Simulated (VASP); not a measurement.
# Zn (I4/mmm) in VASP: further runs, part 2 of 2

VASP 6.6.1. Earlier steps stand in the parts before.

## Step 3: Single point, PBEsol

Contents of INCAR:

```
SYSTEM = Zn
PREC     = Accurate       ! precision mode
ENCUT    = 520            ! plane-wave cutoff, eV
EDIFF    = 1E-7           ! SCF threshold, eV
ISMEAR   = 0              ! smearing method
SIGMA    = 0.15           ! smearing width, eV
LREAL    = .False.        ! projectors in reciprocal space
LASPH    = .True.         ! aspherical terms in the spheres
NELM     = 60             ! most SCF steps
ALGO     = Fast           ! electronic algorithm
ISIF     = 2              ! what is computed and relaxed
LWAVE    = .False.        ! write WAVECAR
LCHARG   = .True.         ! write CHGCAR
GGA      = PS             ! functional
LELF     = .True.         ! ELF
LVHAR    = .True.       
NBANDS   = 12             ! bands
```

Contents of KPOINTS:

```
regular mesh
0
Gamma
  22 22 22
  0 0 0
```

Contents of POSCAR:

```
Zn
1.0
    0.0000000000      1.9330805220      2.0297345481
    1.9330805220      0.0000000000      2.0297345481
    1.9330805220      1.9330805220      0.0000000000
Zn
1
Direct
    0.0000000000      0.0000000000      0.0000000000
```

Potentials or basis: VASP PAW PBE potentials, release 64 (Zn).

Run with:

```
$ cat potpaw_PBE.64/Zn/POTCAR > POTCAR
$ mpirun -np 1 vasp_std > vasp.out
```

OUTCAR:

```text
SYSTEM = Zn
   PREC = Accurate
   ENCUT = 520
   EDIFF = 1E-7
   ISMEAR = 0
   LREAL = .False.
   LASPH = .True.
   NELM = 60
   ISIF = 2
   GGA = PS

 ion  position               nearest neighbor table
   1  0.000  0.000  0.000-

  LATTYP: Found a body centered tetragonal cell.
 ALAT       =     2.7337886914
 C/A-ratio  =     1.4849242405

  Lattice vectors:

 A1 = (  -1.9330805220,   0.0000000000,   2.0297345481)
 A2 = (   1.9330805220,   0.0000000000,   2.0297345481)
 A3 = (   0.0000000000,   1.9330805220,  -2.0297345481)

Analysis of symmetry for initial positions (statically):
=====================================================================
 Subroutine PRICEL returns:
 Original cell was already a primitive cell.

 Routine SETGRP: Setting up the symmetry group for a
 body centered tetragonal supercell.

 Subroutine GETGRP returns: Found 16 space group operations
 (whereof 16 operations were pure point group operations)
 out of a pool of 16 trial point group operations.

The static configuration has the point symmetry D_4h.

Analysis of symmetry for dynamics (positions and initial velocities):
=====================================================================
 Subroutine PRICEL returns:
 Original cell was already a primitive cell.

 Routine SETGRP: Setting up the symmetry group for a
 body centered tetragonal supercell.

 Subroutine GETGRP returns: Found 16 space group operations
 (whereof 16 operations were pure point group operations)
 out of a pool of 16 trial point group operations.

The dynamic configuration has the point symmetry D_4h.

 Subroutine INISYM returns: Found 16 space group operations
 (whereof 16 operations are pure point group operations),
 and found     1 'primitive' translations

----------------------------------------------------------------------------------------

                                     Primitive cell

  volume of cell :      15.1694

  direct lattice vectors                    reciprocal lattice vectors
     0.000000000  1.933080522  2.029734548    -0.258654512  0.258654512  0.246337631
     1.933080522  0.000000000  2.029734548     0.258654512 -0.258654512  0.246337631
     1.933080522  1.933080522  0.000000000     0.258654512  0.258654512 -0.246337631

  length of vectors
     2.802966757  2.802966757  2.733788691     0.441006283  0.441006283  0.441006283

  position of ions in fractional coordinates (direct lattice)
     0.000000000  0.000000000  0.000000000

  ion indices of the primitive-cell ions
   primitive index   ion index
                 1           1

----------------------------------------------------------------------------------------

 KPOINTS: regular mesh

Automatic generation of k-mesh.
 Grid dimensions read from file:
 generate k-points for:   22   22   22

 Generating k-lattice:

  Cartesian coordinates                     Fractional coordinates (reciprocal lattice)
    -0.011757023  0.011757023  0.011197165     0.045454545  0.000000000  0.000000000
     0.011757023 -0.011757023  0.011197165     0.000000000  0.045454545  0.000000000
     0.011757023  0.011757023 -0.011197165     0.000000000  0.000000000  0.045454545

  Length of vectors
     0.020045740  0.020045740  0.020045740

  Shift w.r.t. Gamma in fractional coordinates (k-lattice)
     0.000000000  0.000000000  0.000000000

 Subroutine IBZKPT returns following result:
 ===========================================

 Found    834 irreducible k-points:

 Following reciprocal coordinates:
            Coordinates               Weight
  0.000000  0.000000  0.000000      1.000000
  0.045455  0.000000  0.000000      8.000000
  0.090909  0.000000  0.000000      8.000000
  0.136364 -0.000000  0.000000      8.000000
  0.181818 -0.000000  0.000000      8.000000
  0.227273 -0.000000  0.000000      8.000000
[... 16 lines left out ...]
  0.500000  0.045455  0.000000      8.000000
 -0.454545  0.045455  0.000000      8.000000
 [... further k-points ...]
   k-points           NKPTS =    834   k-points in BZ     NKDIM =    834   number of bands    NBANDS=     12
   number of dos      NEDOS =    301   number of ions     NIONS =      1
   total plane-waves  NPLWV =  11520
   dimension x,y,z NGX =    24 NGY =   24 NGZ =   20
   dimension x,y,z NGXF=    48 NGYF=   48 NGZF=   40
   ions per type =               1
   NGX,Y,Z   is equivalent  to a cutoff of  14.23, 14.23, 12.16 a.u.
   NGXF,Y,Z  is equivalent  to a cutoff of  28.47, 28.47, 24.32 a.u.
 SYSTEM =  Zn
   PREC   = accura    normal or accurate (medium, high low for compatibility)
   ISTART =      0    job   : 0-new  1-cont  2-samecut
   ICHARG =      2    charge: 1-file 2-atom 10-const
   ISPIN  =      1    spin polarized calculation?
   LNONCOLLINEAR =      F non collinear calculations
   LSORBIT =      F    spin-orbit coupling
   LASPH  =      T    aspherical Exc in radial PAW
   ENCUT  =  520.0 eV  38.22 Ry    6.18 a.u.   5.21  5.21  5.08*2*pi/ulx,y,z
   NELM   =     60;   NELMIN=  2; NELMDL= -5     # of ELM steps
   EDIFF  = 0.1E-06   stopping-criterion for ELM
   LREAL  =      F    real-space projection
   EDIFFG = 0.1E-05   stopping-criterion for IOM
   NSW    =      0    number of steps for IOM
   IBRION =     -1    ionic relax: 0-MD 1-quasi-New 2-CG
   NFREE  =      0    steps in history (QN), initial steepest desc. (CG)
   ISIF   =      2    stress and relaxation
   ISYM   =      2    0-nonsym 1-usesym 2-fastsym
   POTIM  = 0.5000    time-step for ionic-motion
   TEBEG  =    0.0;   TEEND  =   0.0 temperature during run
   PSTRESS=    0.0 pullay stress
   NELECT =      12.0000    total number of electrons
   NUPDOWN=      -1.0000    fix difference up-down
   EMIN   =  10.00;   EMAX   =-10.00  energy-range for DOS
   EFERMI =   0.00;   METHOD = LEGACY
   ISMEAR =     0;   SIGMA  =   0.15  broadening in eV -4-tet -1-fermi 0-gaus
   EFERMI_NEDOS =   21; number of points for ismear=-14 and -15
   IALGO  =     68    algorithm
   IMIX   =      4    mixing-type and parameters
     AMIX     =   0.40;   BMIX     =  1.00
     AMIX_MAG =   1.60;   BMIX_MAG =  1.00
  volume/ion in A,a.u.               =      15.17       102.37
  Fermi-wavevector in a.u.,A,eV,Ry     =   1.514069  2.861175 31.190044  2.292404
  Thomas-Fermi vector in A             =   2.623775
   LORBIT       =      0    0 simple, 1 ext, 2 COOP (PROOUT), +10 PAW based schemes
   GGA     = PS    functional components
   LHFCALC =     F    Hartree Fock is set to
   AEXX    =    0.0000 exact exchange contribution
   IVDW    =     0    specifies the selected vdW correction
   LEPSILON=     F    determine dielectric tensor
   LRPA    =     F    only Hartree local field effects (RPA)
 non-spin polarized calculation
 RMM-DIIS sequential band-by-band and
 Gauss-broadening in eV      SIGMA  =   0.15
  energy-cutoff  :      520.00
  volume of cell :       15.17
 maximum number of plane-waves:       423
 NGX is ok and might be reduce to    24
   NGX = 11   NGY = 11   NGZ = 11

 number of electron      11.9999999 magnetization

 Free energy of the ion-electron system (eV)
  ---------------------------------------------------
  ext. energy  EPLUGINS =         0.00000000
  ---------------------------------------------------
  free energy    TOTEN  =        -1.54158474 eV

  energy without entropy =       -1.53817509  energy(sigma->0) =       -1.53987992

 E-fermi :   2.9023     XC(G=0): -11.7247

 val. band max:        2.8876251216   @ k =  -0.1818   0.4091   0.3636
 cond. band min:       2.9102238335   @ k =   0.4545  -0.0000   0.0455
 fundamental gap:      0.0225987120
 Fermi energy:         2.9022842817

 k-point     1 :       0.0000    0.0000    0.0000
  band No.  band energies     occupation
      1      -7.4583      2.00000
      2      -4.7642      2.00000
      3      -4.6297      2.00000
      4      -4.6297      2.00000
      5      -4.3542      2.00000
      6      -4.2379      2.00000
      7      21.1229      0.00000
      8      21.1229      0.00000
      9      21.2849      0.00000
     10      21.8649      0.00000
     11      23.9150      0.00000
     12      23.9936      0.00000
[... 331 lines left out ...]
 k-point    24 :      -0.4545    0.0455    0.0000
  band No.  band energies     occupation
      1      -5.3971      2.00000
      2      -4.7415      2.00000
      3      -4.6128      2.00000
      4      -4.0421      2.00000
      5      -4.0184      2.00000
      6      -0.2878      2.00000
      7       1.9949      2.00000
      8      16.2265      0.00000
      9      18.7137      0.00000
     10      20.2999      0.00000
     11      22.4343      0.00000
     12      22.7217      0.00000

 [... further k-points ...]

------------------------ aborting loop because EDIFF is reached ----------------------------------------

  FORCE on cell =-STRESS in cart. coord.  units (eV):
  Direction    XX          YY          ZZ          XY          YZ          ZX
  --------------------------------------------------------------------------------------
  -------------------------------------------------------------------------------------
  Total       -0.3541193     -0.3541193     -0.6182503      0.0000000      0.0000000      0.0000000
  in kB      -37.4016727    -37.4016727    -65.2988856      0.0000000      0.0000000      0.0000000
  external PRESSURE =     -46.7007437 kB  Pullay stress =       0.0000000 kB

 VOLUME and BASIS-vectors are now :
 -----------------------------------------------------------------------------
  energy-cutoff  :      520.00
  volume of cell :       15.17
      direct lattice vectors                 reciprocal lattice vectors
     0.000000000  1.933080522  2.029734548    -0.258654512  0.258654512  0.246337631
     1.933080522  0.000000000  2.029734548     0.258654512 -0.258654512  0.246337631
     1.933080522  1.933080522  0.000000000     0.258654512  0.258654512 -0.246337631

 POSITION                                       TOTAL-FORCE (eV/Angst)
 -----------------------------------------------------------------------------------
      0.00000      0.00000      0.00000        -0.000000     -0.000000      0.000000
 -----------------------------------------------------------------------------------
    total drift:                               -0.000000     -0.000000     -0.000000

  FREE ENERGIE OF THE ION-ELECTRON SYSTEM (eV)
  ---------------------------------------------------
  free  energy   TOTEN  =        -1.5415847438 eV

  energy  without entropy=       -1.5381750940  energy(sigma->0) =       -1.53987992
```

Wall time 2.3 min (1 thread of AMD EPYC 7R13 (Zen 3), shared host); peak memory 0.22 GiB.

Results:

- Free energy: -1.5416 eV
- Pressure: -4.7 GPa
- Band gap on the k mesh: zero (bands 6 and 7 overlap by 3.47 eV)

Stress tensor (GPa, compression positive):
```
-3.74  0.00  0.00
 0.00 -3.74  0.00
 0.00  0.00 -6.53
```

Caveat: the cell stands under tension; the PAW data sets were made with another functional, which shifts forces and pressure a little.
